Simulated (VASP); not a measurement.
The system is Os.

```
Os
1.0
     2.53075    0.00000    0.00000
     0.00000    2.53075    0.00000
     0.00000    0.00000    2.53075
Os
1
Direct
  0.00000 0.00000 0.00000
```

Base run:

- Program: VASP 6.6.1
- Functional: PBEsol
- Potentials or basis: VASP PAW PBE potentials, release 64 (Os)
- Cutoff: 520 eV
- k mesh: 20 × 20 × 20
- Occupations: fermi-dirac, width 0.1 eV
- Spin: no spin polarisation

Its results: band gap on the k mesh zero (band 4 reaches 12.56 eV, above the bottom of band 5 at 6.23 eV); pressure 0.1 GPa.

Q: The run is repeated on the same cell with these changes: k mesh from 20 × 20 × 20 to 14 × 14 × 14. What comes out?

A: Band gap on the k mesh zero (band 4 reaches 12.57 eV, above the bottom of band 5 at 6.40 eV); pressure 0.6 GPa.

Caveats: the PAW data sets were made with another functional, which shifts forces and pressure a little; spin-orbit coupling is left out, which moves the levels of the heavy elements.
